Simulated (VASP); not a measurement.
Write the native input for VASP 6.6.1 that does the following.

```
Task                   : single point
Functional             : PBE
Potentials or basis    : VASP PAW PBE potentials, release 64 (Mg, Zn, O)
Cutoff                 : 520 eV
k mesh                 : 6 × 6 × 2
Occupations            : gaussian, width 0.1 eV
Spin                   : no spin polarisation
Dipole correction      : no
Further INCAR settings : ALGO = Normal; EDIFF = 1e-07; NBANDS = 41
```

The structure of Mg5ZnO6 lies in POSCAR:

```
Mg5ZnO6
1.0
    3.2674912649      0.0000000000      0.0000000000
    0.0000000000      3.2674912649      0.0000000000
    0.0000000000      0.0000000000     13.7837295854
Mg Zn O
5 1 6
Direct
    0.0000000000      0.0000000000      0.0000000000
    0.5000000000      0.5000000000      0.1669997793
    0.0000000000      0.0000000000      0.3340676856
    0.0000000000      0.0000000000      0.6659323144
    0.5000000000      0.5000000000      0.8330002207
    0.5000000000      0.5000000000      0.5000000000
    0.5000000000      0.0000000000      0.0834958367
    0.0000000000      0.5000000000      0.2505130972
    0.5000000000      0.0000000000      0.4156869494
    0.0000000000      0.5000000000      0.5843130506
    0.5000000000      0.0000000000      0.7494869028
    0.0000000000      0.5000000000      0.9165041633
```

One way to write it, as run:

INCAR

```
PREC = Accurate ; ENCUT = 520
EDIFF = 1E-7 ; ISMEAR = 0
SIGMA = 0.1 ; LREAL = F
LASPH = T ; NELM = 80
ALGO = Normal ; ISIF = 2
LWAVE = F ; LCHARG = F
GGA = PE ; NBANDS = 41
```

KPOINTS

```
Automatic mesh
0
Gamma
  6 6 2
```

Potentials or basis: VASP PAW PBE potentials, release 64 (Mg, Zn, O).

Command:

```sh
$ cat potpaw_PBE.64/Mg/POTCAR potpaw_PBE.64/Zn/POTCAR potpaw_PBE.64/O/POTCAR > POTCAR
$ mpirun -np 1 vasp_std > vasp.out
```

It gave:

The pressure is -0.2 GPa. The largest force is 0.080 eV/Å and the band gap on the k mesh is 2.49 eV.

Run time: 67 s on 1 thread of Intel(R) Xeon(R) 6975P-C (Granite Rapids) (shared host), peak memory 0.29 GiB.
